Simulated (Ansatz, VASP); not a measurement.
Two plane-wave programs on Ta2N

Contents of INCAR:

```
SYSTEM = Ta2N
ALGO = Normal ; EDIFF = 1E-6
ENCUT = 520 ; GGA = PS
ISIF = 2 ; ISMEAR = 0
LASPH = .TRUE. ; LCHARG = .FALSE.
LREAL = .FALSE. ; LWAVE = .FALSE.
NBANDS = 20 ; NELM = 80
PREC = Accurate ; SIGMA = 0.15
```

File KPOINTS:

```
k-points
0
G
  18 18 10
  0 0 0
```

Contents of POSCAR:

```
Ta2N
1.0
    3.0066255020      0.0000000000      0.0000000000
   -1.5033127510      2.6038140644      0.0000000000
    0.0000000000      0.0000000000      5.1575653862
Ta N
2 1
Direct
    0.6666666667      0.3333333333      0.7463700642
    0.3333333333      0.6666666667      0.2536299358
    0.0000000000      0.0000000000      0.0000000000
```

Input for Ansatz:

```yaml
crystal:
  lattice:
    - [3.006625502, 0.0, 0.0]
    - [-1.503312751, 2.6038140644, 0.0]
    - [0.0, 0.0, 5.1575653862]
  atoms:
    - { symbol: Ta, position: [0.6666666667, 0.3333333333, 0.7463700642] }
    - { symbol: Ta, position: [0.3333333333, 0.6666666667, 0.2536299358] }
    - { symbol: "N", position: [0.0, 0.0, 0.0] }
basis:
  ecutwfc: 520.0
kpoints:
  mp_grid: { grid: [18, 18, 10] }
hamiltonian:
  xc: pbesol
  pseudopotentials: { kind: paw, azcp: { folder: soft_1 } }
scf:
  occupations: { method: gaussian, width: 0.15 }
output:
  forces: true
  stress: true
  eigenvalues: true
```

Alike in both runs: task single point; functional PBEsol; k mesh 18 × 18 × 10; occupations gaussian, width 0.15 eV; no spin polarisation.

|  | VASP | Ansatz |
| --- | --- | --- |
| version | VASP 6.6.1 | Ansatz 0.2.0 |
| potentials or method | VASP PAW PBE potentials, release 64 (Ta_pv, N), cutoff 520 eV | scalar-relativistic, plane waves, PAW |
| valence electrons in the cell | 27 | 31 |

Ansatz gave:

| Item | Value |
| --- | --- |
| gap on the k mesh at the Fermi level (eV) | none |
| pressure (GPa) | -4.9 |
| traceless stress, the component that is largest in VASP (GPa) | -11.57 |
| rms of the force components (eV/Å) | 0.230 |

Task: Estimate VASP's values.

Result: gap on the k mesh at the Fermi level (eV): none; pressure (GPa): -4.4; traceless stress, the component that is largest in VASP (GPa): -11.60; rms of the force components (eV/Å): 0.255.

VASP's potentials were made for PBE, not for PBEsol, and Ansatz warns of the same on its side. Atom by atom the forces differ by 0.025 eV/Å (rms over components). A gap of «none» marks a metal or a gap that the smearing closes. VASP's potentials hold 27 valence electrons a cell and Ansatz's 31, so a difference there can come from the potentials and not from the codes.

Spin-orbit coupling is off throughout.
